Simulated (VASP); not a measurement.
# Ge (I4_1/amd) in VASP: notebook

Ge is run at these levels: LDA, PBEsol, BLYP+D3(BJ); tasks: single point, relaxation of cell and atoms.

All numbers are computed with VASP 6.6.1; they aren't measurements. Logs are shortened: lines on timing, memory, paths and dates and some standing lists are left out, and cuts for length are marked.

### Step 1. The cell of the first run

The structure is tetragonal, space group I4_1/amd (No. 141). Conventional cell: a = 5.067 Å, b = 5.067 Å, c = 2.793 Å, α = 90.00°, β = 90.00°, γ = 90.00°. Within 3.5 Å of Ge (site symmetry -4m2) lie 10 Ge at 2.63 to 3.29 Å.

### Step 2. Single point, LDA

INCAR reads:

```
ALGO     = Normal         # electronic algorithm
EDIFF    = 1E-6           # SCF threshold, eV
ENCUT    = 520            # plane-wave cutoff, eV
ISIF     = 2              # what is computed and relaxed
ISMEAR   = -1             # smearing method
LASPH    = T              # aspherical terms in the spheres
LCHARG   = F              # write CHGCAR
LREAL    = F              # projectors in reciprocal space
LWAVE    = F              # write WAVECAR
NBANDS   = 21             # bands
NELM     = 100            # most SCF steps
PREC     = Accurate       # precision mode
SIGMA    = 0.1            # smearing width, eV
```

KPOINTS reads:

```
k-points
0
Gamma
  13 13 13
```

POSCAR reads:

```
Ge
1.0
   -2.5332725332      2.5332725332      1.3963358292
    2.5332725332     -2.5332725332      1.3963358292
    2.5332725332      2.5332725332     -1.3963358292
Ge
2
Direct
    0.2500000000      0.7500000000      0.5000000000
    0.5000000000      0.5000000000      0.0000000000
```

Potentials or basis: VASP PAW LDA potentials, release 64 (Ge_d).

Run with:

```console
cat potpaw_LDA.64/Ge_d/POTCAR > POTCAR
mpirun -np 1 vasp_std > vasp.out
```

OUTCAR:

```text
EDIFF = 1E-6
   ENCUT = 520
   ISIF = 2
   ISMEAR = -1
   LASPH = T
   LREAL = F
   NELM = 100
   PREC = Accurate

 ion  position               nearest neighbor table
   1  0.250  0.750  0.500-   2 2.63   2 2.63   2 2.63   2 2.63
   2  0.500  0.500  0.000-   1 2.63   1 2.63   1 2.63   1 2.63

  LATTYP: Found a body centered tetragonal cell.
 ALAT       =     5.0665450664
 C/A-ratio  =     0.5511984245

  Lattice vectors:

 A1 = (  -2.5332725332,   2.5332725332,   1.3963358292)
 A2 = (   2.5332725332,  -2.5332725332,   1.3963358292)
 A3 = (   2.5332725332,   2.5332725332,  -1.3963358292)

Analysis of symmetry for initial positions (statically):
=====================================================================
 Subroutine PRICEL returns:
 Original cell was already a primitive cell.

 Routine SETGRP: Setting up the symmetry group for a
 body centered tetragonal supercell.

 Subroutine GETGRP returns: Found 16 space group operations
 (whereof  8 operations were pure point group operations)
 out of a pool of 16 trial point group operations.

The static configuration has the point symmetry D_2d.
 The point group associated with its full space group is D_4h.

Analysis of symmetry for dynamics (positions and initial velocities):
=====================================================================
 Subroutine PRICEL returns:
 Original cell was already a primitive cell.

 Routine SETGRP: Setting up the symmetry group for a
 body centered tetragonal supercell.

 Subroutine GETGRP returns: Found 16 space group operations
 (whereof  8 operations were pure point group operations)
 out of a pool of 16 trial point group operations.

The dynamic configuration has the point symmetry D_2d.
 The point group associated with its full space group is D_4h.

 Subroutine INISYM returns: Found 16 space group operations
 (whereof  8 operations are pure point group operations),
 and found     1 'primitive' translations

----------------------------------------------------------------------------------------

                                     Primitive cell

  volume of cell :      35.8438

  direct lattice vectors                    reciprocal lattice vectors
    -2.533272533  2.533272533  1.396335829     0.000000000  0.197373158  0.358080047
     2.533272533 -2.533272533  1.396335829     0.197373158  0.000000000  0.358080047
     2.533272533  2.533272533 -1.396335829     0.197373158  0.197373158  0.000000000

  length of vectors
     3.845086891  3.845086891  3.845086891     0.408873433  0.408873433  0.279127797

[... 79 lines left out ...]
   NELM   =    100;   NELMIN=  2; NELMDL= -5     # of ELM steps
   EDIFF  = 0.1E-05   stopping-criterion for ELM
   LREAL  =      F    real-space projection
   EDIFFG = 0.1E-04   stopping-criterion for IOM
   NSW    =      0    number of steps for IOM
   IBRION =     -1    ionic relax: 0-MD 1-quasi-New 2-CG
   NFREE  =      0    steps in history (QN), initial steepest desc. (CG)
   ISIF   =      2    stress and relaxation
   ISYM   =      2    0-nonsym 1-usesym 2-fastsym
   POTIM  = 0.5000    time-step for ionic-motion
   TEBEG  =    0.0;   TEEND  =   0.0 temperature during run
   PSTRESS=    0.0 pullay stress
   NELECT =      28.0000    total number of electrons
   NUPDOWN=      -1.0000    fix difference up-down
   EMIN   =  10.00;   EMAX   =-10.00  energy-range for DOS
   EFERMI =   0.00;   METHOD = LEGACY
   ISMEAR =    -1;   SIGMA  =   0.10  broadening in eV -4-tet -1-fermi 0-gaus
   EFERMI_NEDOS =   21; number of points for ismear=-14 and -15
   IALGO  =     38    algorithm
   IMIX   =      4    mixing-type and parameters
     AMIX     =   0.40;   BMIX     =  1.00
     AMIX_MAG =   1.60;   BMIX_MAG =  1.00
  volume/ion in A,a.u.               =      17.92       120.94
  Fermi-wavevector in a.u.,A,eV,Ry     =   1.507728  2.849192 30.929350  2.273243
  Thomas-Fermi vector in A             =   2.618276
   LORBIT       =      0    0 simple, 1 ext, 2 COOP (PROOUT), +10 PAW based schemes
   GGA     = CA    functional components
   LHFCALC =     F    Hartree Fock is set to
   AEXX    =    0.0000 exact exchange contribution
   IVDW    =     0    specifies the selected vdW correction
   LEPSILON=     F    determine dielectric tensor
   LRPA    =     F    only Hartree local field effects (RPA)
 non-spin polarized calculation
  energy-cutoff  :      520.00
  volume of cell :       35.84
 maximum number of plane-waves:       981
 NGX is ok and might be reduce to    30
   NGX = 15   NGY = 15   NGZ = 15

 number of electron      27.9999994 magnetization

 Free energy of the ion-electron system (eV)
  ---------------------------------------------------
  ext. energy  EPLUGINS =         0.00000000
  ---------------------------------------------------
  free energy    TOTEN  =       -10.04527622 eV

  energy without entropy =      -10.02280709  energy(sigma->0) =      -10.03404165

 E-fermi :   6.8576     XC(G=0): -11.7755

 val. band max:        6.8132515795   @ k =  -0.3846   0.4615   0.0769
 cond. band min:       6.9020316504   @ k =   0.3846   0.2308   0.0000
 fundamental gap:      0.0887800709
 Fermi energy:         6.8576271685

 k-point     1 :       0.0000    0.0000    0.0000
  band No.  band energies     occupation
      1     -17.9798      2.00000
      2     -17.9192      2.00000
      3     -17.8964      2.00000
      4     -17.8842      2.00000
      5     -17.7791      2.00000
      6     -17.7791      2.00000
[... 565 lines left out ...]
     20      18.0808      0.00000
     21      18.8437      0.00000

 [... further k-points ...]

------------------------ aborting loop because EDIFF is reached ----------------------------------------

  FORCE on cell =-STRESS in cart. coord.  units (eV):
  Direction    XX          YY          ZZ          XY          YZ          ZX
  --------------------------------------------------------------------------------------
  -------------------------------------------------------------------------------------
  Total        0.0022916      0.0022916      0.0149796      0.0000000     -0.0000000      0.0000000
  in kB        0.1024336      0.1024336      0.6695720      0.0000000     -0.0000000      0.0000000
  external PRESSURE =       0.2914797 kB  Pullay stress =       0.0000000 kB

 VOLUME and BASIS-vectors are now :
 -----------------------------------------------------------------------------
  energy-cutoff  :      520.00
  volume of cell :       35.84
      direct lattice vectors                 reciprocal lattice vectors
    -2.533272533  2.533272533  1.396335829     0.000000000  0.197373158  0.358080047
     2.533272533 -2.533272533  1.396335829     0.197373158  0.000000000  0.358080047
     2.533272533  2.533272533 -1.396335829     0.197373158  0.197373158  0.000000000

 POSITION                                       TOTAL-FORCE (eV/Angst)
 -----------------------------------------------------------------------------------
      2.53327      0.00000      0.69817        -0.000000     -0.000000     -0.000000
      0.00000      0.00000      1.39634         0.000000      0.000000      0.000000
 -----------------------------------------------------------------------------------
    total drift:                                0.000000     -0.000000      0.000000

  FREE ENERGIE OF THE ION-ELECTRON SYSTEM (eV)
  ---------------------------------------------------
  free  energy   TOTEN  =       -10.0452762185 eV

  energy  without entropy=      -10.0228070903  energy(sigma->0) =      -10.03404165
```

OSZICAR:

```text
N       E                     dE             d eps       ncg     rms          rms(c)
DAV:   1     0.175881402491E+03    0.17588E+03   -0.14204E+04  9436   0.383E+03
DAV:   2     0.135262768729E+02   -0.16236E+03   -0.15735E+03  8307   0.593E+02
DAV:   3    -0.946487222071E+01   -0.22991E+02   -0.22792E+02  9372   0.133E+02
DAV:   4    -0.100823634270E+02   -0.61749E+00   -0.61690E+00  9162   0.253E+01
DAV:   5    -0.100913308298E+02   -0.89674E-02   -0.89670E-02  9291   0.329E+00    0.234E+00
DAV:   6    -0.100599174395E+02    0.31413E-01   -0.21968E-02 11214   0.245E+00    0.129E+00
DAV:   7    -0.100456555492E+02    0.14262E-01   -0.14651E-02 11161   0.168E+00    0.113E-01
DAV:   8    -0.100452771493E+02    0.37840E-03   -0.20574E-03 10372   0.799E-01    0.442E-02
DAV:   9    -0.100452764505E+02    0.69878E-06   -0.48095E-05  9833   0.856E-02    0.107E-02
DAV:  10    -0.100452762185E+02    0.23203E-06   -0.36823E-06  8649   0.285E-02
   1 F= -.10045276E+02 E0= -.10034042E+02  d E =-.224691E-01
```

Run time: 57 s. Hardware: 1 thread of Intel Xeon 6975P-C (Granite Rapids), shared host; peak memory 0.23 GiB.

What came out:

```
Free energy            : -10.0453 eV
Pressure               : 0.0 GPa
Band gap on the k mesh : zero (bands 14 and 15 overlap by 5.37 eV)
```

### Step 3. Single point, PBEsol

This run uses another cell than the first one, of 18.35 Å³/atom.

INCAR reads:

```
SYSTEM = Ge
ALGO = Normal
EDIFF = 1E-6
ENCUT = 520
GGA = PS
ISIF = 2
ISMEAR = -1
LASPH = .TRUE.
LCHARG = .TRUE.
LELF = .TRUE.
LREAL = .FALSE.
LVHAR = .TRUE.
LWAVE = .FALSE.
NBANDS = 21
NELM = 60
PREC = Accurate
SIGMA = 0.1
```

KPOINTS reads:

```
k-points
0
G
  13 13 13
  0 0 0
```

POSCAR reads:

```
Ge
1.0
   -2.5528504942      2.5528504942      1.4076736513
    2.5528504942     -2.5528504942      1.4076736513
    2.5528504942      2.5528504942     -1.4076736513
Ge
2
Direct
    0.2500000000      0.7500000000      0.5000000000
    0.5000000000      0.5000000000      0.0000000000
```

Potentials or basis: VASP PAW PBE potentials, release 64 (Ge_d).

Run with:

```console
cat potpaw_PBE.64/Ge_d/POTCAR > POTCAR
mpirun -np 1 vasp_std > vasp.out
```

It took 57 s on 1 thread of Intel Xeon 6975P-C (Granite Rapids), shared host; peak memory 0.25 GiB.

It converged, with:

* Free energy: -9.5543 eV
* Pressure: 0.0 GPa
* Band gap on the k mesh: zero (bands 14 and 15 overlap by 5.29 eV)

Levels at points of the mesh, in eV from the Fermi level:
```
           k point  band 11  band 12  band 13  band 14  band 15  band 16  band 17  band 18
(0.00, 0.00, 0.00)   -13.36    -3.81    -2.26    -2.26     3.32     7.83     7.83     7.98
```

Caveat: the PAW data sets were made with another functional, which shifts forces and pressure a little.

### Step 4. Single point, BLYP+D3(BJ)

This run uses another cell than the first one, of 19.18 Å³/atom.

INCAR reads:

```
SYSTEM = Ge
PREC = Accurate
ENCUT = 520
EDIFF = 1E-6
ISMEAR = -1
SIGMA = 0.1
LREAL = .False.
LASPH = .True.
NELM = 60
ALGO = Normal
ISIF = 2
LWAVE = .False.
LCHARG = .False.
GGA = B5
ALDAX = 1.0
AGGAX = 1.0
AGGAC = 1.0
ALDAC = 0.0
IVDW = 12
VDW_S6 = 1.0
VDW_S8 = 2.6996
VDW_A1 = 0.4298
VDW_A2 = 4.2359
NBANDS = 21
```

KPOINTS reads:

```
Automatic mesh
0
Gamma
  13 13 13
  0 0 0
```

POSCAR reads:

```
Ge
1.0
   -2.5874676112      2.5874676112      1.4325706061
    2.5874676112     -2.5874676112      1.4325706061
    2.5874676112      2.5874676112     -1.4325706061
Ge
2
Direct
    0.2500000000      0.7500000000      0.5000000000
    0.5000000000      0.5000000000      0.0000000000
```

Run with:

```console
cat potpaw_PBE.64/Ge_d/POTCAR > POTCAR
mpirun -np 1 vasp_std > vasp.out
```

Run time: 64 s. Hardware: 1 thread of Intel Xeon 6975P-C (Granite Rapids), shared host; peak memory 0.26 GiB.

It converged, with:

```
Free energy                : -8.4572 eV
Pressure                   : 0.0 GPa
Band gap on the k mesh     : zero (bands 14 and 15 overlap by 4.94 eV)
Dispersion energy per atom : -0.801 eV
```

Levels at points of the mesh, in eV from the Fermi level:
| k point | band 12 | band 13 | band 14 | band 15 | band 16 | band 17 |
| --- | --- | --- | --- | --- | --- | --- |
| (0.00, 0.00, 0.00) | -4.12 | -2.11 | -2.11 | 3.92 | 7.40 | 7.42 |

Caveat: the PAW data sets were made with another functional, which shifts forces and pressure a little.

### Step 5. Relaxation of cell and atoms, BLYP+D3(BJ)

This run uses another cell than the first one, of 18.52 Å³/atom.

INCAR reads:

```
SYSTEM = Ge
PREC     = Accurate       ! precision mode
ENCUT    = 600            ! plane-wave cutoff, eV
EDIFF    = 1E-7           ! SCF threshold, eV
ISMEAR   = -1             ! smearing method
SIGMA    = 0.1            ! smearing width, eV
LREAL    = .False.        ! projectors in reciprocal space
LASPH    = .True.         ! aspherical terms in the spheres
NELM     = 80             ! most SCF steps
ALGO     = Normal         ! electronic algorithm
ISIF     = 3              ! what is computed and relaxed
LWAVE    = .False.        ! write WAVECAR
LCHARG   = .False.        ! write CHGCAR
GGA      = B5             ! functional
ALDAX    = 1.0          
AGGAX    = 1.0          
AGGAC    = 1.0          
ALDAC    = 0.0          
IVDW     = 12             ! dispersion correction
VDW_S6   = 1.0          
VDW_S8   = 2.6996       
VDW_A1   = 0.4298       
VDW_A2   = 4.2359       
IBRION   = 2              ! ionic algorithm
NSW      = 60             ! ionic steps
EDIFFG   = -0.005         ! ionic threshold
```

KPOINTS reads:

```
regular mesh
0
Gamma
  13 13 13
  0 0 0
```

POSCAR reads:

```
Ge
1.0
   -2.5744897200      2.5744897200      1.3974126400
    2.5744897200     -2.5744897200      1.3974126400
    2.5744897200      2.5744897200     -1.3974126400
Ge
2
Direct
    0.2500000000      0.7500000000      0.5000000000
    0.5000000000      0.5000000000      0.0000000000
```

Run with:

```console
cat potpaw_PBE.64/Ge_d/POTCAR > POTCAR
mpirun -np 1 vasp_std > vasp.out
```

Wall time 5.1 min (1 thread of Intel Xeon 6975P-C (Granite Rapids), shared host); peak memory 0.29 GiB.

The run converged. Its results:

* Free energy: -8.4570 eV
* Relaxed volume: 19.23 Å³/atom
* Relaxed cell: a = 3.933 Å, b = 3.933 Å, c = 3.933 Å, α = 97.63°, β = 97.63°, γ = 137.26°
* Space group after relaxing (to 0.1 Å): I4_1/amd (No. 141)
* Energy gained by relaxing: 6.5 meV/atom
* Ionic steps: 9
* Pressure after relaxing: 0.0 GPa
* Band gap on the k mesh: zero (bands 14 and 15 overlap by 4.92 eV)
* Dispersion energy per atom: -0.799 eV

The path:
| step | energy change (eV) | largest force (eV/Å) | pressure (GPa) | volume (Å³) |
| --- | --- | --- | --- | --- |
| 1 | 0.0000 | 0.0000 | 2.59 | 37.05 |
| 2 | -0.0119 | 0.0000 | -0.36 | 38.68 |
| 3 | -0.0120 | 0.0000 | -0.19 | 38.51 |
| 4 | -0.0120 | 0.0000 | 0.00 | 38.46 |
| 5 | -0.0126 | 0.0000 | -0.02 | 38.44 |
| 6 | -0.0130 | 0.0000 | 0.06 | 38.41 |
| 7 | -0.0130 | 0.0000 | 0.09 | 38.41 |
| 8 | -0.0130 | 0.0000 | -0.07 | 38.49 |
| 9 | -0.0130 | 0.0000 | 0.02 | 38.46 |

Final structure:
```yaml
crystal:
  lattice:
    - [-2.58998, 2.58998, 1.43332]
    - [2.58998, -2.58998, 1.43332]
    - [2.58998, 2.58998, -1.43332]
  atoms:
    - { symbol: Ge, position: [0.25000, 0.75000, 0.50000] }
    - { symbol: Ge, position: [0.50000, 0.50000, 0.00000] }
```

Levels at points of the mesh, in eV from the Fermi level:
| k point | band 10 | band 11 | band 12 | band 13 | band 14 | band 15 | band 16 | band 17 | band 18 |
| --- | --- | --- | --- | --- | --- | --- | --- | --- | --- |
| (0.00, 0.00, 0.00) | -24.38 | -12.94 | -4.14 | -2.10 | -2.10 | 3.93 | 7.39 | 7.40 | 7.40 |

Caveat: the PAW data sets were made with another functional, which shifts forces and pressure a little.

### Step 6. The runs side by side

| task | level | potentials or basis | cell | cutoff (eV) | gap on the mesh (eV) | pressure (GPa) |
| --- | --- | --- | --- | --- | --- | --- |
| single point | LDA | VASP PAW LDA potentials, release 64 (Ge_d) | a = 3.845 Å, angles 97.6, 97.6, 137.4°, 2 atoms | 520 | none | 0.0 |
| single point | PBEsol | VASP PAW PBE potentials, release 64 (Ge_d) | a = 3.875 Å, angles 97.6, 97.6, 137.4°, 2 atoms | 520 | none | 0.0 |
| single point | BLYP+D3(BJ) | VASP PAW PBE potentials, release 64 (Ge_d) | a = 3.930 Å, angles 97.6, 97.6, 137.2°, 2 atoms | 520 | none | 0.0 |
| relaxation of cell and atoms | BLYP+D3(BJ) | VASP PAW PBE potentials, release 64 (Ge_d) | relaxed from a = 3.900 Å, angles 97.4, 97.4, 138.0°, 2 atoms | 600 | none | 0.0 |

Alike in all rows: no spin polarisation; k mesh 13 × 13 × 13; smearing fermi-dirac 0.1 eV.

Caveats: the PAW data sets were made with another functional, which shifts forces and pressure a little (at least some runs).

Absolute energies hang on the potentials; compare differences alone.

The gap in the log of VASP goes by the Fermi energy; the results here count the filled bands.